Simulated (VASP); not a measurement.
# Ga2O3 (R-3c) in VASP: a series of runs

Ga2O3 is run at these levels: PBE; tasks: single point.

Program: VASP 6.6.1. These are calculated values, not measurements. Logs are shortened: lines on timing, memory, paths and dates and some standing lists are left out, and cuts for length are marked.

### 1 The cell of the first run

It takes space group R-3c (No. 167, trigonal). Conventional cell: a = 4.985 Å, b = 4.985 Å, c = 13.039 Å, α = 90.00°, β = 90.00°, γ = 120.00°. Ga (site symmetry 3) has 6 O at 1.91 to 2.05 Å within 2.5 Å. O (site symmetry 2) has 4 Ga at 1.91 to 2.05 Å within 2.5 Å.

### 2 Single point, PBE (uniaxial z strain -3.0%)

The input, INCAR:

```
PREC = Accurate ; ENCUT = 520
EDIFF = 1E-6 ; ISMEAR = -1
SIGMA = 0.02 ; LREAL = False
LASPH = True ; NELM = 80
ALGO = Normal ; ISIF = 2
LWAVE = False ; LCHARG = True
GGA = PE ; LELF = True
LVHAR = True ; NBANDS = 55
```

The input, KPOINTS:

```
Automatic mesh
0
Gamma
  6 6 6
```

The input, POSCAR:

```
Ga2O3
1.0
    2.4922597440      1.4389068341      4.3462246992
   -2.4922597440      1.4389068341      4.3462246992
    0.0000000000     -2.8778136682      4.3462246992
Ga O
4 6
Direct
    0.8566471406      0.8566471406      0.8566471406
    0.3566471406      0.3566471406      0.3566471406
    0.1433528594      0.1433528594      0.1433528594
    0.6433528594      0.6433528594      0.6433528594
    0.4468176370      0.0531823630      0.7500000000
    0.0531823630      0.7500000000      0.4468176370
    0.5531823630      0.9468176370      0.2500000000
    0.2500000000      0.5531823630      0.9468176370
    0.9468176370      0.2500000000      0.5531823630
    0.7500000000      0.4468176370      0.0531823630
```

Potentials or basis: VASP PAW PBE potentials, release 64 (Ga_d, O).

The run is started by

```bash
> cat potpaw_PBE.64/Ga_d/POTCAR potpaw_PBE.64/O/POTCAR > POTCAR
> mpirun -np 1 vasp_std > vasp.out
```

OUTCAR:

```text
PREC = Accurate
   ENCUT = 520
   EDIFF = 1E-6
   ISMEAR = -1
   LREAL = False
   LASPH = True
   NELM = 80
   ISIF = 2
   GGA = PE

 ion  position               nearest neighbor table
   1  0.857  0.857  0.857-   8 1.91   7 1.91   9 1.91   5 2.05   6 2.05  10 2.05   4 2.78
   2  0.357  0.357  0.357-   6 1.91   5 1.91  10 1.91   7 2.05   9 2.05   8 2.05   3 2.78
   3  0.143  0.143  0.143-  10 1.91   5 1.91   6 1.91   7 2.05   9 2.05   8 2.05   2 2.78
   4  0.643  0.643  0.643-   9 1.91   7 1.91   8 1.91   5 2.05   6 2.05  10 2.05   1 2.78
   5  0.447  0.053  0.750-   2 1.91   3 1.91   1 2.05   4 2.05
   6  0.053  0.750  0.447-   2 1.91   3 1.91   1 2.05   4 2.05
   7  0.553  0.947  0.250-   1 1.91   4 1.91   3 2.05   2 2.05
   8  0.250  0.553  0.947-   1 1.91   4 1.91   3 2.05   2 2.05
   9  0.947  0.250  0.553-   4 1.91   1 1.91   3 2.05   2 2.05
  10  0.750  0.447  0.053-   3 1.91   2 1.91   1 2.05   4 2.05

  LATTYP: Found a trigonal (rhomboedric) cell.
 ALAT       =     5.2126270387
 COS(alpha) =     0.5428030800

  Lattice vectors:

 A1 = (   2.4922597440,   1.4389068341,   4.3462246992)
 A2 = (  -2.4922597440,   1.4389068341,   4.3462246992)
 A3 = (   0.0000000000,  -2.8778136682,   4.3462246992)

Analysis of symmetry for initial positions (statically):
=====================================================================
 Subroutine PRICEL returns:
 Original cell was already a primitive cell.

 Routine SETGRP: Setting up the symmetry group for a
 trigonal (rhombohedral) supercell.

 Subroutine GETGRP returns: Found 12 space group operations
 (whereof  6 operations were pure point group operations)
 out of a pool of 12 trial point group operations.

The static configuration has the point symmetry S_6 .
 The point group associated with its full space group is D_3d.

Analysis of symmetry for dynamics (positions and initial velocities):
=====================================================================
 Subroutine PRICEL returns:
 Original cell was already a primitive cell.

 Routine SETGRP: Setting up the symmetry group for a
 trigonal (rhombohedral) supercell.

 Subroutine GETGRP returns: Found 12 space group operations
 (whereof  6 operations were pure point group operations)
 out of a pool of 12 trial point group operations.

The dynamic configuration has the point symmetry S_6 .
 The point group associated with its full space group is D_3d.

[... 119 lines left out ...]
   NFREE  =      0    steps in history (QN), initial steepest desc. (CG)
   ISIF   =      2    stress and relaxation
   ISYM   =      2    0-nonsym 1-usesym 2-fastsym
   POTIM  = 0.5000    time-step for ionic-motion
   TEBEG  =    0.0;   TEEND  =   0.0 temperature during run
   PSTRESS=    0.0 pullay stress
   NELECT =      88.0000    total number of electrons
   NUPDOWN=      -1.0000    fix difference up-down
   EMIN   =  10.00;   EMAX   =-10.00  energy-range for DOS
   EFERMI =   0.00;   METHOD = LEGACY
   ISMEAR =    -1;   SIGMA  =   0.02  broadening in eV -4-tet -1-fermi 0-gaus
   EFERMI_NEDOS =   21; number of points for ismear=-14 and -15
   IALGO  =     38    algorithm
   IMIX   =      4    mixing-type and parameters
     AMIX     =   0.40;   BMIX     =  1.00
     AMIX_MAG =   1.60;   BMIX_MAG =  1.00
  volume/ion in A,a.u.               =       9.35        63.11
  Fermi-wavevector in a.u.,A,eV,Ry     =   1.604252  3.031597 35.016286  2.573624
  Thomas-Fermi vector in A             =   2.700786
   LORBIT       =      0    0 simple, 1 ext, 2 COOP (PROOUT), +10 PAW based schemes
   GGA     = PE    functional components
   LHFCALC =     F    Hartree Fock is set to
   AEXX    =    0.0000 exact exchange contribution
   IVDW    =     0    specifies the selected vdW correction
   LEPSILON=     F    determine dielectric tensor
   LRPA    =     F    only Hartree local field effects (RPA)
 non-spin polarized calculation
  energy-cutoff  :      520.00
  volume of cell :       93.52
 maximum number of plane-waves:      2533
   NGX = 19   NGY = 19   NGZ = 19

 number of electron      87.9999990 magnetization

 Free energy of the ion-electron system (eV)
  ---------------------------------------------------
  ext. energy  EPLUGINS =         0.00000000
  ---------------------------------------------------
  free energy    TOTEN  =       -58.96810175 eV

  energy without entropy =      -58.96810175  energy(sigma->0) =      -58.96810175

 E-fermi :   5.3465     XC(G=0): -12.3839

 val. band max:        4.9286428229   @ k =  -0.1667   0.1667   0.0000
 cond. band min:       8.0242377235   @ k =   0.0000   0.0000   0.0000
 fundamental gap:      3.0955949006
 Fermi energy:         5.3464991212

 k-point     1 :       0.0000    0.0000    0.0000
  band No.  band energies     occupation
      1     -14.3531      2.00000
      2     -12.2206      2.00000
      3     -12.2206      2.00000
      4     -12.1912      2.00000
      5     -12.1912      2.00000
      6     -12.0988      2.00000
[... 1381 lines left out ...]
     54      17.1479      0.00000
     55      17.4850      0.00000

 [... further k-points ...]

------------------------ aborting loop because EDIFF is reached ----------------------------------------

  FORCE on cell =-STRESS in cart. coord.  units (eV):
  Direction    XX          YY          ZZ          XY          YZ          ZX
  --------------------------------------------------------------------------------------
  -------------------------------------------------------------------------------------
  Total        9.3331513      9.3331513     12.3569229     -0.0000000      0.0000000      0.0000000
  in kB      159.9003767    159.9003767    211.7051955     -0.0000000      0.0000000      0.0000000
  external PRESSURE =     177.1686496 kB  Pullay stress =       0.0000000 kB

 VOLUME and BASIS-vectors are now :
 -----------------------------------------------------------------------------
  energy-cutoff  :      520.00
  volume of cell :       93.52
      direct lattice vectors                 reciprocal lattice vectors
     2.492259744  1.438906834  4.346224699     0.200621144  0.115828671  0.076694915
    -2.492259744  1.438906834  4.346224699    -0.200621144  0.115828671  0.076694915
     0.000000000 -2.877813668  4.346224699     0.000000000 -0.231657343  0.076694915

 POSITION                                       TOTAL-FORCE (eV/Angst)
 -----------------------------------------------------------------------------------
      0.00000      0.00000     11.16954         0.000000      0.000000      0.106091
      0.00000      0.00000      4.65021         0.000000      0.000000      0.106091
      0.00000      0.00000      1.86913         0.000000      0.000000     -0.106091
      0.00000      0.00000      8.38847         0.000000      0.000000     -0.106091
      0.98104     -1.43891      5.43278         0.010131      0.000000      0.000000
     -1.73665     -0.13015      5.43278        -0.005066     -0.008774      0.000000
     -0.98104      1.43891      7.60589        -0.010131      0.000000      0.000000
     -0.75561     -1.56906      7.60589         0.005066     -0.008774      0.000000
      1.73665      0.13015      7.60589         0.005066      0.008774      0.000000
      0.75561      1.56906      5.43278        -0.005066      0.008774      0.000000
 -----------------------------------------------------------------------------------
    total drift:                               -0.000000     -0.000000      0.000000

  FREE ENERGIE OF THE ION-ELECTRON SYSTEM (eV)
  ---------------------------------------------------
  free  energy   TOTEN  =       -58.9681017541 eV

  energy  without entropy=      -58.9681017541  energy(sigma->0) =      -58.96810175
```

OSZICAR:

```text
N       E                     dE             d eps       ncg     rms          rms(c)
DAV:   1     0.120579174374E+04    0.12058E+04   -0.39746E+04  4261   0.304E+03
DAV:   2     0.194938793572E+03   -0.10109E+04   -0.94360E+03  3568   0.816E+02
DAV:   3    -0.486169421336E+02   -0.24356E+03   -0.23583E+03  4063   0.262E+02
DAV:   4    -0.670302250408E+02   -0.18413E+02   -0.18219E+02  4368   0.787E+01
DAV:   5    -0.677010093016E+02   -0.67078E+00   -0.66948E+00  4659   0.154E+01    0.174E+01
DAV:   6    -0.588298726622E+02    0.88711E+01   -0.27832E+01  6276   0.618E+01    0.450E+00
DAV:   7    -0.590108177547E+02   -0.18095E+00   -0.32490E+00  3990   0.983E+00    0.326E+00
DAV:   8    -0.590024874597E+02    0.83303E-02   -0.47604E-01  5340   0.616E+00    0.133E+00
DAV:   9    -0.589672848415E+02    0.35203E-01   -0.20471E-01  5568   0.533E+00    0.223E-01
DAV:  10    -0.589678876297E+02   -0.60279E-03   -0.13701E-02  5091   0.114E+00    0.583E-02
DAV:  11    -0.589680831408E+02   -0.19551E-03   -0.16887E-03  4272   0.438E-01    0.182E-02
DAV:  12    -0.589680988571E+02   -0.15716E-04   -0.23830E-04  4218   0.170E-01    0.108E-02
DAV:  13    -0.589681026129E+02   -0.37558E-05   -0.36654E-05  4520   0.422E-02    0.647E-03
DAV:  14    -0.589681017541E+02    0.85883E-06   -0.44174E-06  3975   0.201E-02
   1 F= -.58968102E+02 E0= -.58968102E+02  d E =-.260637E-10
```

stdout:

```text
POSCAR found type information on POSCAR GaO
 POSCAR found :  2 types and      10 ions
 scaLAPACK will be used
 LDA part: xc-table for (Slater+PW92), standard interpolation
 POSCAR, INCAR and KPOINTS ok, starting setup
 FFT: planning ... GRIDC
 FFT: planning ... GRID_SOFT
 FFT: planning ... GRID
 WAVECAR not read
 entering main loop
```

Wall time 2 min (1 thread of Intel Xeon 6975P-C (Granite Rapids), shared host); peak memory 0.3 GiB.

Results:

| Item | Value |
| --- | --- |
| Free energy | -58.9681 eV |
| Pressure | 17.7 GPa |
| Largest force | 0.106 eV/Å |
| Band gap on the k mesh | 3.10 eV (least direct gap 3.31 eV) |

Forces in eV/Å, atoms in the order of the input:
```
Ga   0.000  0.000  0.106
Ga   0.000  0.000  0.106
Ga   0.000  0.000 -0.106
Ga   0.000  0.000 -0.106
O    0.010  0.000  0.000
O   -0.005 -0.009  0.000
O   -0.010  0.000  0.000
O    0.005 -0.009  0.000
O    0.005  0.009  0.000
O   -0.005  0.009  0.000
```

Stress tensor (GPa, compression positive):
```
15.99  0.00  0.00
 0.00 15.99  0.00
 0.00  0.00 21.17
```

Caveat: the cell differs from its parent crystal (uniaxial z strain -3.0%); the cell stands under pressure. A k mesh can miss the band edges.

(Continued in part 2 of 2.)
